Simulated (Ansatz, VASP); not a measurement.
**Sb3Se: VASP beside Ansatz**

```
CELL_PARAMETERS angstrom
3.84504 0.00000 0.00000
0.00000 3.84504 0.00000
0.00000 0.00000 10.04138
ATOMIC_POSITIONS crystal
Sb 0.50000 0.50000 0.76545
Sb 0.00000 0.00000 0.50000
Sb 0.50000 0.50000 0.23455
Se 0.00000 0.00000 0.00000
```

Change from the starting cell: species swapped into the Dy3Mg type (P4/mmm, No. 123).

Alike in both runs: task single point; functional PBE; k mesh 4 × 4 × 2; occupations gaussian, width 0.1 eV; no spin polarisation.

|  | VASP | Ansatz |
| --- | --- | --- |
| version | VASP 6.6.1 | Ansatz 0.2.0 |
| potentials or method | VASP PAW PBE potentials, release 64 (Sb, Se), cutoff 520 eV | scalar-relativistic, plane waves, PAW |
| valence electrons in the cell | 21 | 61 |

```tsv
	VASP	Ansatz	Ansatz less VASP
gap on the k mesh at the Fermi level (eV)	none	none	-
pressure (GPa)	-9.8	-9.7	+0.06
traceless stress, the component that is largest in VASP (GPa)	-2.75	-2.75	-0.003
rms of the force components (eV/Å)	0.095	0.095	+0.0001
```

Atom by atom the forces differ by 0.000 eV/Å (rms over components). A gap of «none» marks a metal or a gap that the smearing closes. VASP's potentials hold 21 valence electrons a cell and Ansatz's 61, so a difference there can come from the potentials and not from the codes.

The k mesh is coarse, so the values compare programs but aren't converged. Spin-orbit coupling is off throughout.
